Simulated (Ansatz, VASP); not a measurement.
## One calculation of SnO2, two programs

```xyz
3
Lattice="1.6171 0.9336 4.8006 -1.6171 0.9336 4.8006 0.0000 -1.8673 4.8006" Properties=species:S:1:pos:R:3 pbc="T T T"
Sn   -0.1000    0.0000    7.2009
O     0.0000    0.0000    3.4157
O     0.0000    0.0000   10.9861
```

Change from the starting cell: all Sn atoms moved -0.100 Å, as atom 1 along Cartesian [1 0 0].

Alike in both runs: task single point; functional LDA; k mesh 12 × 12 × 12; occupations gaussian, width 0.05 eV; no spin polarisation.

|  | VASP | Ansatz |
| --- | --- | --- |
| version | VASP 6.6.1 | Ansatz 0.2.0 |
| potentials or method | VASP PAW LDA potentials, release 64 (Sn_d, O), cutoff 520 eV | scalar-relativistic, plane waves, PAW |
| valence electrons in the cell | 26 | 26 |

Ansatz gave:

```
gap on the k mesh at the Fermi level (eV)                     : 1.77
least direct gap on the mesh (eV)                             : 1.88
pressure (GPa)                                                : -8.2
traceless stress, the component that is largest in VASP (GPa) : 1.62
rms of the force components (eV/Å)                            : 0.564
```

Q: Which values does VASP return?

A: gap on the k mesh at the Fermi level (eV): 1.76; least direct gap on the mesh (eV): 1.88; pressure (GPa): -7.5; traceless stress, the component that is largest in VASP (GPa): 1.16; rms of the force components (eV/Å): 0.572.

LDA's correlation is that of Perdew and Zunger in VASP and of Perdew and Wang (1992) in Ansatz. Atom by atom the forces differ by 0.037 eV/Å (rms over components).
